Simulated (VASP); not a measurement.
Si2C, 12 atoms in the cell. The typed cell holds 12 atoms: a = 3.015 Å, b = 3.016 Å, c = 19.736 Å, α = 89.99°, β = 90.02°, γ = 119.99°. 

- Program: VASP 6.6.1
- Task: single point
- Functional: PBE
- Potentials or basis: VASP PAW PBE potentials, release 64 (Si, C)
- Cutoff: 520 eV
- k mesh: 12 × 12 × 1
- Occupations: gaussian, width 0.2 eV
- Spin: no spin polarisation
- Dipole correction: no
- Further INCAR settings: ALGO = Normal; EDIFF = 1e-06; NBANDS = 36

Potentials or basis: VASP PAW PBE potentials, release 64 (Si, C).

Command:

```console
$ cat potpaw_PBE.64/Si/POTCAR potpaw_PBE.64/C/POTCAR > POTCAR
$ mpirun -np 1 vasp_std > vasp.out
```

Hardware: 1 thread of AMD EPYC 9R45 96-Core Processor (Zen 5), on a shared host.

**Question.** Estimate the wall time of this run.

**Answer.** Wall time 5.8 min on 1 thread of AMD EPYC 9R45 96-Core Processor (Zen 5) (shared host), peak memory 0.44 GiB. Counts: scf iterations 15, k points 74.
